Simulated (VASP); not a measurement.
Write the native input for VASP 6.6.1 that does the following.

| Quantity | Value |
| --- | --- |
| Task | single point |
| Functional | PBE |
| Potentials or basis | VASP PAW PBE potentials, release 64 (Cd, Se) |
| Cutoff | 520 eV |
| k mesh | 10 × 10 × 10 |
| Occupations | fermi-dirac, width 0.08 eV |
| Spin | no spin polarisation |
| Dipole correction | no |
| Further INCAR settings | ALGO = Normal; EDIFF = 1e-07; NBANDS = 16 |

The structure of CdSe (zincblende type) lies in POSCAR:

```
CdSe
1.0
    0.0000000000      3.0980507512      3.0980507512
    3.0980507512      0.0000000000      3.0980507512
    3.0980507512      3.0980507512      0.0000000000
Cd Se
1 1
Direct
    0.0000000000      0.0000000000      0.0000000000
    0.2370886557      0.2629113443      0.2629113443
```

This cell differs from its parent crystal: atom 2 (Se) moved by [0.08, 0.0, 0.0] A.

The input as run:

INCAR

```
ALGO = Normal ; EDIFF = 1E-7
ENCUT = 520 ; GGA = PE
ISIF = 2 ; ISMEAR = -1
LASPH = T ; LCHARG = F
LREAL = F ; LWAVE = F
NBANDS = 16 ; NELM = 100
PREC = Accurate ; SIGMA = 0.08
```

KPOINTS

```
k-points
0
Gamma
  10 10 10
```

Potentials or basis: VASP PAW PBE potentials, release 64 (Cd, Se).

The run is started by

```console
$ cat potpaw_PBE.64/Cd/POTCAR potpaw_PBE.64/Se/POTCAR > POTCAR
$ mpirun -np 1 vasp_std > vasp.out
```

It gave:

* Pressure: 0.4 GPa
* Largest force: 0.334 eV/Å
* Band gap on the k mesh: 0.46 eV

Caveat: the cell differs from its parent crystal (atom 2 (Se) moved by [0.08, 0.0, 0.0] A).

It took 3.8 min on 1 thread of Intel Xeon 8259CL (shared host), peak memory 0.33 GiB.
